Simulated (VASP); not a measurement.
# Si6W in VASP: notebook, part 2 of 2

VASP 6.6.1. The steps go on from the part before.

## (3) Single point, PBEsol, collinear spin

File INCAR:

```
ALGO = Fast
DIPOL = 0.5 0.5 0.500
EDIFF = 1E-7
ENCUT = 520
GGA = PS
IDIPOL = 3
ISIF = 2
ISMEAR = 0
ISPIN = 2
LASPH = True
LCHARG = False
LDIPOL = True
LMAXMIX = 4
LORBIT = 11
LREAL = False
LWAVE = False
MAGMOM = 0 0 0 0 0 0 4
NBANDS = 32
NELM = 150
PREC = Accurate
SIGMA = 0.05
```

File KPOINTS:

```
k-points
0
Gamma
  9 9 1
```

File POSCAR:

```
Si6W
1.0
    3.8248883545      0.0000000000      0.0000000000
   -1.9124441773      3.3124504817      0.0000000000
    0.0000000000      0.0000000000     26.1211317213
Si W
6 1
Direct
    0.6666666667      0.3333333333      0.3254070340
    0.3333333333      0.6666666667      0.3559122531
    0.3333333333      0.6666666667      0.4464642100
    0.6666666667      0.3333333333      0.4756407863
    0.6666666667      0.3333333333      0.5672640819
    0.3333333333      0.6666666667      0.5929366410
    1.0000000000      1.0000000000      0.7335290673
```

Potentials or basis: VASP PAW PBE potentials, release 64 (Si, W_sv).

Command:

```sh
$ cat potpaw_PBE.64/Si/POTCAR potpaw_PBE.64/W_sv/POTCAR > POTCAR
$ mpirun -np 1 vasp_std > vasp.out
```

Wall time 19 min (1 thread of Oxide Virtual Turin-like, shared host); peak memory 0.58 GiB.

Results (log left out):

```
Free energy                                           : -38.4381 eV
Largest force                                         : 0.743 eV/Å
Net moment                                            : 4.40 μB per cell
Site moments                                          : Si +0.16, +0.01, +0.03, -0.02, -0.12 (each value once); W +2.99 μB
Valence electrons inside the program's atomic spheres : Si 1.65, 1.68, 1.69, 1.66 (each value once); W 11.53
```

Forces in eV/Å, atoms in the order of the input:
```
Si   0.000  0.000  0.406
Si   0.000  0.000 -0.578
Si   0.000  0.000  0.038
Si   0.000  0.000  0.066
Si   0.000  0.000 -0.102
Si   0.000  0.000  0.743
W    0.000  0.000 -0.574
```

Levels at points of the mesh, in eV from the Fermi level:
Spin up:
| k point | band 17 | band 18 | band 19 | band 20 | band 21 | band 22 | band 23 | band 24 | band 25 | band 26 |
| --- | --- | --- | --- | --- | --- | --- | --- | --- | --- | --- |
| (0.00, 0.00, 0.00) | -0.59 | -0.57 | -0.10 | -0.10 | 0.02 | 0.02 | 0.58 | 1.44 | 2.16 | 2.57 |
Spin down:
```tsv
k point	band 13	band 14	band 15	band 16	band 17	band 18	band 19	band 20	band 21	band 22
(0.00, 0.00, 0.00)	-0.64	-0.58	-0.58	0.08	0.08	0.85	1.21	1.21	1.44	1.75
```

Caveat: the PAW data sets were made with another functional, which shifts forces and pressure a little; spin-orbit coupling is left out, which moves the levels of the heavy elements.

## (4) Single point, PBEsol, collinear spin

File INCAR:

```
SYSTEM = Si6W
ALGO = Normal
DIPOL = 0.5 0.5 0.495
EDIFF = 1E-6
ENCUT = 520
GGA = PS
IDIPOL = 3
ISIF = 2
ISMEAR = 0
ISPIN = 2
LASPH = .True.
LCHARG = .False.
LDIPOL = .True.
LMAXMIX = 4
LORBIT = 11
LREAL = .False.
LWAVE = .False.
MAGMOM = 0 0 0 0 0 0 4
NBANDS = 32
NELM = 150
PREC = Accurate
SIGMA = 0.05
```

File KPOINTS:

```
k-points
0
Gamma
  9 9 1
  0 0 0
```

File POSCAR:

```
Si6W
1.0
    3.8248883530      0.0000000000      0.0000000000
   -1.9124441765      3.3124504803      0.0000000000
    0.0000000000      0.0000000000     26.1211317404
Si W
6 1
Direct
    0.6666666667      0.3333333333      0.3254070339
    0.3333333333      0.6666666667      0.3559122529
    0.3333333333      0.6666666667      0.4464642100
    0.6666666667      0.3333333333      0.4768719540
    0.6666666667      0.3333333333      0.5677499359
    0.3333333333      0.6666666667      0.5985871142
    0.3333333333      0.6666666667      0.6912165568
```

Command:

```sh
$ cat potpaw_PBE.64/Si/POTCAR potpaw_PBE.64/W_sv/POTCAR > POTCAR
$ mpirun -np 1 vasp_std > vasp.out
```

Run time: 14 min. Hardware: 1 thread of Oxide Virtual Turin-like, shared host; peak memory 0.58 GiB.

It converged, with:

| Property | Result |
| --- | --- |
| Free energy | -40.2075 eV |
| Largest force | 0.715 eV/Å |
| Net moment | 3.07 μB per cell |
| Site moments | Si +0.01, +0.04, -0.05 (each value once); W +2.12 μB |
| Valence electrons inside the program's atomic spheres | Si 1.65, 1.68, 1.67, 1.69, 1.70 (each value once); W 11.65 |

Forces on the atoms (eV/Å):
```
Si   0.000  0.000  0.574
Si   0.000  0.000 -0.715
Si   0.000  0.000  0.180
Si   0.000  0.000 -0.107
Si   0.000  0.000  0.029
Si   0.000  0.000  0.125
W    0.000  0.000 -0.088
```

Levels at points of the mesh, in eV from the Fermi level:
Spin up:
```csv
k point,band 19,band 20,band 21,band 22,band 23,band 24
"(0.00, 0.00, 0.00)",-0.09,-0.09,0.38,0.38,0.69,1.59
```
Spin down:
| k point | band 13 | band 14 | band 15 | band 16 | band 17 | band 18 | band 19 | band 20 | band 21 | band 22 |
| --- | --- | --- | --- | --- | --- | --- | --- | --- | --- | --- |
| (0.00, 0.00, 0.00) | -1.04 | -0.49 | -0.49 | 0.09 | 0.09 | 0.26 | 0.79 | 0.79 | 1.10 | 1.63 |

Caveat: the PAW data sets were made with another functional, which shifts forces and pressure a little; spin-orbit coupling is left out, which moves the levels of the heavy elements.

## (5) Single point, PBEsol, collinear spin

File INCAR:

```
SYSTEM = Si6W
PREC = Accurate
ENCUT = 520
EDIFF = 1E-7
ISMEAR = 0
SIGMA = 0.05
LREAL = .False.
LASPH = .True.
NELM = 150
ALGO = Normal
ISIF = 2
LWAVE = .False.
LCHARG = .False.
ISPIN = 2
MAGMOM = 0 0 0 0 0 0 4
LORBIT = 11
LMAXMIX = 4
LDIPOL = .True.
IDIPOL = 3
DIPOL = 0.5 0.5 0.484
GGA = PS
NBANDS = 32
```

File KPOINTS:

```
Automatic mesh
0
Gamma
  9 9 1
  0 0 0
```

File POSCAR:

```
Si6W
1.0
    3.8248883530      0.0000000000      0.0000000000
   -1.9124441765      3.3124504803      0.0000000000
    0.0000000000      0.0000000000     26.1211317404
Si W
6 1
Direct
    0.6666666667      0.3333333333      0.3254070339
    0.3333333333      0.6666666667      0.3559122529
    0.3333333333      0.6666666667      0.4464642100
    0.6666666667      0.3333333333      0.4764396684
    0.6666666667      0.3333333333      0.5658703449
    0.3333333333      0.6666666667      0.5990246399
    0.0000000000      0.0000000000      0.6205580402
```

Potentials or basis: VASP PAW PBE potentials, release 64 (Si, W_sv).

Command:

```sh
$ cat potpaw_PBE.64/Si/POTCAR potpaw_PBE.64/W_sv/POTCAR > POTCAR
$ mpirun -np 1 vasp_std > vasp.out
```

OUTCAR:

```text
SYSTEM = Si6W
   PREC = Accurate
   ENCUT = 520
   EDIFF = 1E-7
   ISMEAR = 0
   LREAL = .False.
   LASPH = .True.
   NELM = 150
   ISIF = 2
   ISPIN = 2
   LORBIT = 11
   GGA = PS

 ion  position               nearest neighbor table
   1  0.667  0.333  0.325-   2 2.35   2 2.35   2 2.35
   2  0.333  0.667  0.356-   1 2.35   1 2.35   1 2.35   3 2.37
   3  0.333  0.667  0.446-   4 2.34   4 2.34   4 2.34   2 2.37
   4  0.667  0.333  0.476-   5 2.34   3 2.34   3 2.34   3 2.34
   5  0.667  0.333  0.566-   4 2.34   6 2.37   6 2.37   6 2.37   7 2.63   7 2.63   7 2.63
   6  0.333  0.667  0.599-   7 2.28   7 2.28   7 2.28   5 2.37   5 2.37   5 2.37
   7  0.000  0.000  0.621-   6 2.28   6 2.28   6 2.28   5 2.63   5 2.63   5 2.63

[... 1053 lines left out ...]
     -0.00000      2.20830     11.66215        -0.000000      0.000000      0.197420
      1.91244      1.10415     12.44514        -0.000000      0.000000      0.011225
      1.91244      1.10415     14.78117        -0.000000      0.000000      0.001236
     -0.00000      2.20830     15.64720        -0.000000     -0.000000      0.008888
      0.00000      0.00000     16.20968         0.000000     -0.000000     -0.006058
 -----------------------------------------------------------------------------------
    total drift:                               -0.000000      0.000000      0.000776

  FREE ENERGIE OF THE ION-ELECTRON SYSTEM (eV)
  ---------------------------------------------------
  free  energy   TOTEN  =       -43.2620038119 eV

  energy  without entropy=      -43.2553640571  energy(sigma->0) =      -43.25868393

 vacuum level on the upper side and lower side of the slab         4.145         4.609

 total charge

# of ion       s       p       d       tot
------------------------------------------
    1        0.793   0.854   0.000   1.647
    2        0.756   0.923   0.000   1.680
    3        0.760   0.929   0.000   1.689
    4        0.755   0.943   0.000   1.698
    5        0.725   0.919   0.000   1.645
    6        0.774   1.063   0.000   1.838
    7        2.370   6.195   3.826  12.391
--------------------------------------------------
tot          6.934  11.827   3.826  22.588

 magnetization (x)

# of ion       s       p       d       tot
------------------------------------------
    1        0.037   0.176   0.000   0.213
    2        0.004   0.014   0.000   0.018
    3        0.010   0.038   0.000   0.048
    4        0.003   0.010   0.000   0.012
    5        0.006   0.001   0.000   0.007
    6        0.000   0.013   0.000   0.013
    7        0.012   0.017   0.403   0.432
--------------------------------------------------
tot          0.071   0.268   0.403   0.743
```

Wall time 18 min (1 thread of Oxide Virtual Turin-like, shared host); peak memory 0.58 GiB.

What came out:

- Free energy: -43.2620 eV
- Largest force: 0.645 eV/Å
- Net moment: 1.56 μB per cell
- Site moments: Si +0.21, +0.02, +0.05, +0.01 (each value once); W +0.43 μB
- Valence electrons inside the program's atomic spheres: Si 1.65, 1.68, 1.69, 1.70, 1.84 (each value once); W 12.39

Forces in eV/Å, atoms in the order of the input:
```
Si   0.000  0.000  0.432
Si   0.000  0.000 -0.645
Si   0.000  0.000  0.197
Si   0.000  0.000  0.011
Si   0.000  0.000  0.001
Si   0.000  0.000  0.009
W    0.000  0.000 -0.006
```

Levels at points of the mesh, in eV from the Fermi level:
Spin up:
```
           k point  band 17  band 18  band 19  band 20  band 21  band 22  band 23  band 24
(0.00, 0.00, 0.00)    -0.86    -0.26    -0.26     0.00     0.92     1.78     2.21     2.21
```
Spin down:
```
           k point  band 16  band 17  band 18  band 19  band 20  band 21
(0.00, 0.00, 0.00)    -0.97    -0.12    -0.12    -0.11     0.55     1.02
```

Caveat: a moment this small can come from the mesh or the smearing; the PAW data sets were made with another functional, which shifts forces and pressure a little; spin-orbit coupling is left out, which moves the levels of the heavy elements.

## (6) Summary

| cell | gap on the mesh (eV) | moment (μB) | largest force (eV/Å) |
| --- | --- | --- | --- |
| as given, atomic positions A | none | 3.76 | 1.72 |
| as given, atomic positions B | none | 4.40 | 0.74 |
| as given, atomic positions C | none | 3.07 | 0.71 |
| as given, atomic positions D | none | 1.56 | 0.64 |

Alike in all rows: task single point; level PBEsol; potentials or basis VASP PAW PBE potentials, release 64 (Si, W_sv); spin collinear; k mesh 9 × 9 × 1; cutoff (eV) 520; smearing gaussian 0.05 eV.

Caveats: the PAW data sets were made with another functional, which shifts forces and pressure a little; spin-orbit coupling is left out, which moves the levels of the heavy elements; a moment this small can come from the mesh or the smearing (at least some runs).

Absolute energies hang on the potentials; compare differences alone.
